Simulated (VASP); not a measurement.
O, 2 atoms in the cell. Symmetry: R-3m, No. 166, trigonal system. The conventional cell has a = 2.847 Å, b = 2.847 Å, c = 10.225 Å, α = 90.00°, β = 90.00°, γ = 120.00°. O (site symmetry 3m) has 1 O at 1.18 Å within 1.6 Å. 

| Item | Value |
| --- | --- |
| Program | VASP 6.6.1 |
| Task | single point |
| Functional | PBEsol |
| Potentials or basis | VASP PAW PBE potentials, release 64 (O_h) |
| Cutoff | 1340 eV |
| k mesh | 5 × 5 × 5 |
| Occupations | fermi-dirac, width 0.1 eV |
| Spin | no spin polarisation |
| Dipole correction | no |
| Further INCAR settings | ALGO = Normal; EDIFF = 1e-06; NBANDS = 13 |

Potentials or basis: VASP PAW PBE potentials, release 64 (O_h).

Run with:

```bash
$ cat potpaw_PBE.64/O_h/POTCAR > POTCAR
$ mpirun -np 1 vasp_std > vasp.out
```

Hardware: 1 thread of AMD EPYC 7R43 64-Core Processor (Zen 3) (shared host).

Q: Estimate the wall time of this run.

A: It took 38 s on 1 thread of AMD EPYC 7R43 64-Core Processor (Zen 3) (shared host), peak memory 0.25 GiB. Counts: scf iterations 11, k points 19.
